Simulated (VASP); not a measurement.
CaMg12: single point with PBE

The system is CaMg12, a slab with vacuum.

```
CELL_PARAMETERS angstrom
6.42000 0.00000 0.00000
3.21000 5.55988 0.00000
0.00000 0.00000 18.21304
ATOMIC_POSITIONS crystal
Mg 0.00000 0.00000 0.05491
Mg 0.50000 0.00000 0.05491
Mg 0.00000 0.50000 0.05491
Mg 0.50000 0.50000 0.05491
Mg 0.83052 0.34073 0.20038
Mg 0.33277 0.33924 0.20288
Mg 0.83295 0.83220 0.19756
Mg 0.33436 0.83519 0.19833
Mg 0.99322 0.00337 0.33293
Mg 0.50840 0.00146 0.34067
Mg 0.00550 0.49914 0.35808
Mg 0.50064 0.50856 0.35521
Ca 0.22433 0.98095 0.48674
```

| Item | Value |
| --- | --- |
| Program | VASP 6.6.1 |
| Task | single point |
| Functional | PBE |
| Potentials or basis | VASP PAW PBE potentials, release 64 (Mg, Ca_sv) |
| Cutoff | 520 eV |
| k mesh | 5 × 5 × 1 |
| Occupations | gaussian, width 0.15 eV |
| Spin | no spin polarisation |

```json
{
  "Largest force": "0.047 eV/Å",
  "Band gap on the k mesh": "zero (bands 17 and 18 overlap by 0.38 eV)"
}
```

Forces on the atoms (eV/Å):
```
Mg   0.028  0.023 -0.003
Mg  -0.025  0.040  0.006
Mg   0.019 -0.039  0.004
Mg  -0.011  0.001  0.011
Mg   0.005  0.017 -0.006
Mg  -0.009  0.005 -0.002
Mg   0.001 -0.006  0.009
Mg   0.009  0.001 -0.006
Mg  -0.020 -0.016 -0.020
Mg  -0.002 -0.009 -0.009
Mg  -0.002 -0.015  0.013
Mg   0.002 -0.017 -0.012
Ca   0.003  0.017  0.015
```

Levels at points of the mesh, in eV from the Fermi level:
| k point | band 13 | band 14 | band 15 | band 16 | band 17 | band 18 | band 19 | band 20 | band 21 | band 22 |
| --- | --- | --- | --- | --- | --- | --- | --- | --- | --- | --- |
| (0.00, 0.00, 0.00) | -1.59 | -1.49 | -0.84 | -0.80 | -0.73 | -0.37 | -0.29 | -0.19 | -0.07 | 0.82 |

It took 4.8 min on 1 thread of Intel(R) Xeon(R) 6975P-C (Granite Rapids), with other jobs on the host, peak memory 0.75 GiB.

Caveat: there is no dipole correction, which matters where the two faces differ.
